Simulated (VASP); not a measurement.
B12N11: single point with PBE+D3(BJ)

Crystal: B12N11.

```
CELL_PARAMETERS angstrom
-3.72436 3.57755 -3.28567
3.72345 3.57761 -3.28456
-0.00099 -1.42204 -6.56036
ATOMIC_POSITIONS crystal
B 0.16480 0.83262 0.50243
B 0.58729 0.89826 0.25940
B 0.83372 0.16374 0.50252
B 0.51547 0.51436 0.48610
B 0.24960 0.24856 0.25245
B 0.00131 0.00025 0.00191
B 0.74628 0.74523 0.74836
B 0.66673 0.32686 0.00275
B 0.41867 0.08773 0.74698
B 0.89914 0.58611 0.25900
B 0.32786 0.66567 0.00268
B 0.08877 0.41759 0.74684
N 0.33711 0.99384 0.33748
N 0.74945 0.07231 0.09174
N 0.99490 0.33601 0.33740
N 0.41579 0.41474 0.08390
N 0.16858 0.16752 0.83434
N 0.91499 0.91390 0.58544
N 0.83512 0.49503 0.83263
N 0.58740 0.25913 0.57790
N 0.07325 0.74832 0.09152
N 0.49609 0.83407 0.83276
N 0.26021 0.58625 0.57762
```

This cell differs from its parent crystal: atoms taken out, then relaxed in part.

```
Program                : VASP 6.6.1
Task                   : single point
Functional             : PBE
Dispersion             : D3(BJ)
Potentials or basis    : VASP PAW PBE potentials, release 64 (B, N)
Cutoff                 : 520 eV
k mesh                 : 4 × 4 × 4
Occupations            : gaussian, width 0.1 eV
Spin                   : no spin polarisation
Dipole correction      : no
Further INCAR settings : LREAL = Auto; ALGO = Normal; EDIFF = 1e-06; NBANDS = 62; ISYM = 0
```

* Pressure: 0.0 GPa
* Largest force: 0.046 eV/Å
* Band gap on the k mesh: zero (an odd number of electrons rules out a gap without spin polarisation)
* Dispersion energy per atom: -0.144 eV

Forces on the atoms (eV/Å):
```
B   -0.004 -0.002  0.002
B   -0.013 -0.008 -0.006
B   -0.005 -0.005  0.004
B   -0.002 -0.005 -0.005
B   -0.004  0.026  0.012
B    0.000 -0.017  0.000
B   -0.001  0.021  0.041
B   -0.011  0.011 -0.006
B   -0.010 -0.001 -0.001
B    0.013 -0.005 -0.006
B    0.009  0.010 -0.009
B    0.006  0.000  0.000
N    0.006 -0.030  0.001
N    0.002  0.018 -0.007
N    0.001 -0.031  0.001
N    0.002 -0.020 -0.001
N    0.000  0.019 -0.007
N    0.003 -0.001  0.004
N    0.002 -0.014 -0.008
N   -0.021  0.014  0.002
N   -0.001  0.021 -0.007
N   -0.001 -0.014 -0.006
N    0.028  0.013  0.001
```

Stress tensor (GPa, compression positive):
```
 0.09  0.00  0.00
 0.00  0.02  0.01
 0.00  0.01 -0.21
```

Levels at points of the mesh, in eV from the Fermi level:
```tsv
k point	band 44	band 45	band 46	band 47	band 48	band 49
(0.00, 0.00, 0.00)	-3.27	-2.98	0.61	1.75	1.84	1.99
(0.50, 0.00, 0.00)	-3.78	-3.53	-0.09	1.27	1.96	2.42
(0.00, 0.50, 0.00)	-3.78	-3.53	-0.09	1.27	1.96	2.42
(0.50, 0.50, 0.00)	-3.67	-2.98	0.10	1.45	1.70	1.82
(0.00, 0.00, 0.50)	-3.29	-3.25	0.14	1.95	2.02	2.41
(0.50, 0.00, 0.50)	-3.57	-3.52	0.00	1.38	1.39	1.92
(0.00, 0.50, 0.50)	-3.57	-3.52	0.00	1.38	1.39	1.92
(0.50, 0.50, 0.50)	-4.01	-3.95	-0.35	1.83	1.94	1.98
```

Run time: 27 min on 1 thread of Intel Xeon 8259CL, on a shared host, peak memory 0.5 GiB.

Caveat: the cell differs from its parent crystal (atoms taken out, then relaxed in part).
